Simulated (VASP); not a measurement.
Input of a VASP 6.6.1 run:

File INCAR:

```
PREC = Accurate
ENCUT = 520
EDIFF = 1E-6
ISMEAR = -1
SIGMA = 0.05
LREAL = False
LASPH = True
NELM = 100
ALGO = Normal
ISIF = 2
LWAVE = False
LCHARG = False
GGA = PE
NBANDS = 16
```

Contents of KPOINTS:

```
Automatic mesh
0
Gamma
  13 13 13
```

The input POSCAR:

```
HgTe
1.0
    0.0000000000      3.2235000000      3.2235000000
    3.2235000000      0.0000000000      3.2235000000
    3.2235000000      3.2235000000      0.0000000000
Hg Te
1 1
Direct
    0.0000000000      0.0000000000      0.0000000000
    0.2500000000      0.2500000000      0.2500000000
```

Potentials or basis: VASP PAW PBE potentials, release 64 (Hg, Te).

The run is started by

```console
$ cat potpaw_PBE.64/Hg/POTCAR potpaw_PBE.64/Te/POTCAR > POTCAR
$ mpirun -np 1 vasp_std > vasp.out
```

Q: Predict the pressure.

A: 4.1 GPa.

Q: Predict the band gap on the k mesh.

A: Zero (filled and empty bands touch).

Caveat: the cell stands under pressure; semilocal functionals underestimate gaps, so a narrow gap can read as zero; spin-orbit coupling is left out, which moves the levels of the heavy elements.
